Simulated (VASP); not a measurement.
Input of a VASP 6.6.1 run:

File INCAR:

```
SYSTEM = SnO
ALGO = Normal
EDIFF = 1E-7
ENCUT = 520
GGA = PS
ISIF = 2
ISMEAR = 0
LASPH = .True.
LCHARG = .True.
LELF = .True.
LREAL = .False.
LVHAR = .True.
LWAVE = .False.
NBANDS = 28
NELM = 100
PREC = Accurate
SIGMA = 0.15
```

The input KPOINTS:

```
k-points
0
Gamma
  12 12 10
  0 0 0
```

Contents of POSCAR:

```
SnO
1.0
    3.9616625101      0.0000000000      0.0000000000
    0.0000000000      3.9616625101      0.0000000000
    0.0000000000      0.0000000000      4.3808064037
Sn O
2 2
Direct
    0.0000000000      0.5000000000      0.2425296443
    0.5000000000      0.0000000000      0.7574703557
    0.0000000000      0.0000000000      0.0000000000
    0.5000000000      0.5000000000      0.0000000000
```

Potentials or basis: VASP PAW PBE potentials, release 64 (Sn_d, O).

Command:

```sh
$ cat potpaw_PBE.64/Sn_d/POTCAR potpaw_PBE.64/O/POTCAR > POTCAR
$ mpirun -np 1 vasp_std > vasp.out
```

Task: Predict the pressure.

Result: -1.6 GPa.

Task: What does it give for the band gap on the k mesh?

Result: 0.45 eV (least direct gap 1.55 eV).

Task: Estimate the largest force.

Result: 0.400 eV/Å.

Stress tensor (GPa, compression positive):
```
-4.14  0.00  0.00
 0.00 -4.14  0.00
 0.00  0.00  3.41
```

Caveat: the stress differs along the axes, from -4 to 3 GPa; semilocal functionals underestimate gaps, and a narrow one can read as zero; the PAW data sets were made with another functional, which shifts forces and pressure a little; spin-orbit coupling is left out, which moves the levels of the heavy elements. A k mesh can miss the band edges.
